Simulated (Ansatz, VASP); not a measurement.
## One calculation of MgO, two programs

Contents of INCAR:

```
SYSTEM = MgO
ALGO = Normal ; EDIFF = 1E-6
ENCUT = 520 ; GGA = PE
ISIF = 2 ; ISMEAR = 0
LASPH = .True. ; LCHARG = .False.
LREAL = .False. ; LWAVE = .False.
NBANDS = 16 ; NELM = 80
PREC = Accurate ; SIGMA = 0.05
```

Contents of KPOINTS:

```
k-points
0
Gamma
  9 9 6
  0 0 0
```

The input POSCAR:

```
MgO
1.0
    3.4279951386      0.0000000000      0.0000000000
   -1.7139975693      2.9687308740      0.0000000000
    0.0000000000      0.0000000000      4.3302434590
Mg O
2 2
Direct
    0.6666666667      0.3333333333      0.7500000000
    0.3333333333      0.6666666667      0.2500000000
    0.6666666667      0.3333333333      0.2500000000
    0.3333333333      0.6666666667      0.7500000000
```

Input for Ansatz:

```yaml
crystal:
  lattice:
    - [3.4279951386, 0.0, 0.0]
    - [-1.7139975693, 2.968730874, 0.0]
    - [0.0, 0.0, 4.330243459]
  atoms:
    - { symbol: Mg, position: [0.6666666667, 0.3333333333, 0.75] }
    - { symbol: Mg, position: [0.3333333333, 0.6666666667, 0.25] }
    - { symbol: O, position: [0.6666666667, 0.3333333333, 0.25] }
    - { symbol: O, position: [0.3333333333, 0.6666666667, 0.75] }
basis:
  ecutwfc: 520.0
kpoints:
  mp_grid: { grid: [9, 9, 6] }
hamiltonian:
  xc: pbe
  pseudopotentials: { kind: paw, azcp: { folder: soft_1 } }
scf:
  occupations: { method: gaussian, width: 0.05 }
output:
  forces: true
  stress: true
  eigenvalues: true
```

Alike in both runs: task single point; functional PBE; k mesh 9 × 9 × 6; occupations gaussian, width 0.05 eV; no spin polarisation.

|  | VASP | Ansatz |
| --- | --- | --- |
| version | VASP 6.6.1 | Ansatz 0.2.0 |
| potentials or method | VASP PAW PBE potentials, release 64 (Mg, O), cutoff 520 eV | scalar-relativistic, plane waves, PAW |
| valence electrons in the cell | 16 | 32 |

|  | VASP | Ansatz | Ansatz less VASP |
| --- | --- | --- | --- |
| gap on the k mesh at the Fermi level (eV) | 3.37 | 3.39 | +0.021 |
| least direct gap on the mesh (eV) | 3.37 | 3.39 | +0.021 |
| pressure (GPa) | 4.2 | 4.7 | +0.54 |
| traceless stress, the component that is largest in VASP (GPa) | -5.45 | -5.29 | +0.160 |

The functional is the same, so the differences come from potentials, cutoffs and numerics. VASP's potentials hold 16 valence electrons a cell and Ansatz's 32, so a difference there can come from the potentials and not from the codes.
